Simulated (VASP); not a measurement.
BP2, 6 atoms in the cell. The structure is tetragonal, space group P4/mmm (No. 123). Conventional cell: a = 6.117 Å, b = 6.117 Å, c = 2.374 Å, α = 90.00°, β = 90.00°, γ = 90.00°. B (site symmetry 4/mmm) has 2 B at 2.37 Å within 3.1 Å. B (site symmetry 4/mmm) has 4 P at 1.94 Å and 2 B at 2.37 Å within 2.6 Å. P (site symmetry m2m) has 1 B at 1.94 Å and 3 P at 2.24 to 2.37 Å within 2.6 Å. The cell was built from a structure type or drawn by symmetry, and may not be a known phase.

```yaml
Program: VASP 6.6.1
Task: single point
Functional: PBE
Potentials_or_basis: VASP PAW PBE potentials, release 64 (B, P)
Cutoff: 500 eV
k_mesh: 3 × 3 × 4
Occupations: gaussian, width 0.2 eV
Spin: no spin polarisation
Dipole_correction: no
Further_INCAR_settings: ALGO = Normal; EDIFF = 1e-06; NBANDS = 22
```

Potentials or basis: VASP PAW PBE potentials, release 64 (B, P).

Command:

```sh
$ cat potpaw_PBE.64/B/POTCAR potpaw_PBE.64/P/POTCAR > POTCAR
$ mpirun -np 1 vasp_std > vasp.out
```

Hardware: 1 thread of Intel Xeon 8259CL (shared host).

Question: Estimate the wall time of this run.

Answer: Run time: 26 s on 1 thread of Intel Xeon 8259CL (shared host), peak memory 0.19 GiB. Counts: scf iterations 13, k points 9.
